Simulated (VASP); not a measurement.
## ZrB2: relaxation of cell and atoms with PBE

Crystal: ZrB2.

```
CELL_PARAMETERS angstrom
3.18551 0.01706 -0.00190
-1.57798 2.73661 -0.01712
-0.00425 -0.04659 7.14241
ATOMIC_POSITIONS crystal
Zr 0.00009 0.01725 0.99930
Zr 0.99054 0.99288 0.49237
B 0.31967 0.65914 0.25635
B 0.35671 0.66069 0.74699
B 0.65602 0.32207 0.25503
B 0.67698 0.34797 0.74996
```

```
Program                : VASP 6.6.1
Task                   : relaxation of cell and atoms
Functional             : PBE
Potentials or basis    : VASP PAW PBE potentials, release 64 (Zr_sv, B)
Cutoff                 : 600 eV
k mesh                 : 6 × 6 × 4
Occupations            : gaussian, width 0.2 eV
Spin                   : no spin polarisation
Dipole correction      : no
Further INCAR settings : ALGO = Normal; EDIFF = 1e-06; IBRION = 2; EDIFFG = -0.025; NSW = 80; ISIF = 3
```

- Relaxed volume: 10.29 Å³/atom
- Relaxed cell: a = 3.176 Å, b = 3.175 Å, c = 7.069 Å, α = 90.00°, β = 90.00°, γ = 119.99°
- Space group after relaxing (to 0.05 Å): P6/mmm (No. 191)
- Energy gained by relaxing: 30.6 meV/atom
- Ionic steps: 11
- Pressure after relaxing: 0.1 GPa
- Largest force after relaxing: 0.022 eV/Å
- Band gap on the k mesh: zero (band 18 reaches 11.04 eV, above the bottom of band 19 at 10.20 eV)

Forces on the atoms (eV/Å):
```
Zr   0.010  0.000  0.003
Zr   0.008 -0.012  0.017
B   -0.001  0.009  0.005
B   -0.005  0.000 -0.019
B    0.004  0.004  0.007
B   -0.015 -0.001 -0.014
```

Stress tensor (GPa, compression positive):
```
 0.05 -0.07  0.02
-0.07  0.10  0.00
 0.02  0.00  0.02
```

Step by step:
| step | energy change (eV) | largest force (eV/Å) | pressure (GPa) | volume (Å³) |
| --- | --- | --- | --- | --- |
| 1 | 0.0000 | 1.5130 | -1.41 | 62.45 |
| 2 | -0.1575 | 0.4081 | 0.67 | 61.61 |
| 3 | -0.1583 | 0.3503 | 0.46 | 61.67 |
| 4 | -0.1765 | 0.2152 | -0.38 | 61.85 |
| 5 | -0.1767 | 0.1998 | -0.47 | 61.87 |
| 6 | -0.1818 | 0.0874 | 0.39 | 61.65 |
| 7 | -0.1820 | 0.0878 | 0.57 | 61.60 |
| 8 | -0.1832 | 0.0537 | -0.47 | 61.87 |
| 9 | -0.1832 | 0.0555 | -0.32 | 61.83 |
| 10 | -0.1836 | 0.0255 | 0.09 | 61.72 |
| 11 | -0.1836 | 0.0224 | 0.06 | 61.74 |

Final structure:
```
CELL_PARAMETERS angstrom
3.17574 0.00045 -0.00013
-1.58750 2.74982 0.00005
-0.00024 0.00004 7.06890
ATOMIC_POSITIONS crystal
Zr 0.99982 0.99996 0.99998
Zr 0.00001 0.00026 0.49988
B 0.33301 0.66638 0.24989
B 0.33370 0.66680 0.75023
B 0.66629 0.33311 0.24985
B 0.66716 0.33348 0.75017
```

Levels at points of the mesh, in eV from the Fermi level:
| k point | band 14 | band 15 | band 16 | band 17 | band 18 | band 19 | band 20 | band 21 | band 22 |
| --- | --- | --- | --- | --- | --- | --- | --- | --- | --- |
| (0.00, 0.00, 0.00) | -2.26 | -2.03 | -0.67 | -0.67 | 0.62 | 0.62 | 1.09 | 1.10 | 2.15 |
| (0.50, 0.00, 0.00) | -3.80 | -3.56 | -2.75 | -2.36 | -1.71 | 2.53 | 2.61 | 4.04 | 4.36 |
| (0.00, 0.50, 0.00) | -3.80 | -3.56 | -2.75 | -2.36 | -1.71 | 2.53 | 2.61 | 4.04 | 4.35 |
| (0.50, 0.50, 0.00) | -3.80 | -3.56 | -2.75 | -2.36 | -1.71 | 2.53 | 2.61 | 4.04 | 4.35 |
| (0.00, 0.00, 0.50) | -1.75 | -1.75 | -1.75 | 0.40 | 0.41 | 1.59 | 1.59 | 1.60 | 1.60 |
| (0.50, 0.00, 0.50) | -3.64 | -2.67 | -2.67 | -2.54 | -2.54 | 1.82 | 1.83 | 4.47 | 4.48 |
| (0.00, 0.50, 0.50) | -3.65 | -2.67 | -2.67 | -2.54 | -2.54 | 1.82 | 1.83 | 4.47 | 4.48 |
| (0.50, 0.50, 0.50) | -3.65 | -2.67 | -2.67 | -2.54 | -2.54 | 1.82 | 1.83 | 4.47 | 4.48 |

It took 10 min on 1 thread of Intel(R) Xeon(R) Platinum 8488C (Sapphire Rapids) (shared host), peak memory 0.27 GiB.

Caveat: the k points lie up to 0.38 Å⁻¹ apart in the final cell.
